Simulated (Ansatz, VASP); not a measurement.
# One calculation of InAs, two programs

Contents of INCAR:

```
ALGO     = Normal         # electronic algorithm
EDIFF    = 1E-6           # SCF threshold, eV
ENCUT    = 520            # plane-wave cutoff, eV
GGA      = PE             # functional
ISIF     = 2              # what is computed and relaxed
ISMEAR   = -1             # smearing method
LASPH    = True           # aspherical terms in the spheres
LCHARG   = False          # write CHGCAR
LREAL    = False          # projectors in reciprocal space
LWAVE    = False          # write WAVECAR
NBANDS   = 16             # bands
NELM     = 80             # most SCF steps
PREC     = Accurate       # precision mode
SIGMA    = 0.02           # smearing width, eV
```

Contents of KPOINTS:

```
k-points
0
Gamma
  5 5 5
```

File POSCAR:

```
InAs
1.0
    0.0000000000      2.8414337288      2.8414337288
    2.8414337288      0.0000000000      2.8414337288
    2.8414337288      2.8414337288      0.0000000000
In As
1 1
Direct
    0.0000000000      0.0000000000      0.0000000000
    0.5000000000      0.5000000000      0.5000000000
```

Input for Ansatz:

```yaml
crystal:
  lattice:
    - [0.0, 2.8414337288, 2.8414337288]
    - [2.8414337288, 0.0, 2.8414337288]
    - [2.8414337288, 2.8414337288, 0.0]
  atoms:
    - { symbol: In, position: [0.0, 0.0, 0.0] }
    - { symbol: As, position: [0.5, 0.5, 0.5] }
kpoints:
  mp_grid: { grid: [5, 5, 5] }
hamiltonian:
  xc: pbe
scf:
  occupations: { method: fermi_dirac, width: 0.02 }
  n_extra_bands: 4
output:
  forces: true
  stress: true
  eigenvalues: true
```

Alike in both runs: task single point; functional PBE; k mesh 5 × 5 × 5; occupations fermi-dirac, width 0.02 eV; no spin polarisation.

```csv
,VASP,Ansatz
version,VASP 6.6.1,Ansatz 0.2.0
potentials or method,"VASP PAW PBE potentials, release 64 (In_d, As)",plane waves
plane-wave cutoff (eV),520,420
valence electrons in the cell,18,28
```

Ansatz gave:

| Property | Result |
| --- | --- |
| pressure (GPa) | 2.6 |

Which values does VASP return?

Pressure (GPa): 2.7.

VASP's potentials hold 18 valence electrons a cell and Ansatz's 28, so a difference there can come from the potentials and not from the codes.

The k mesh is coarse, so the values compare programs but aren't converged.
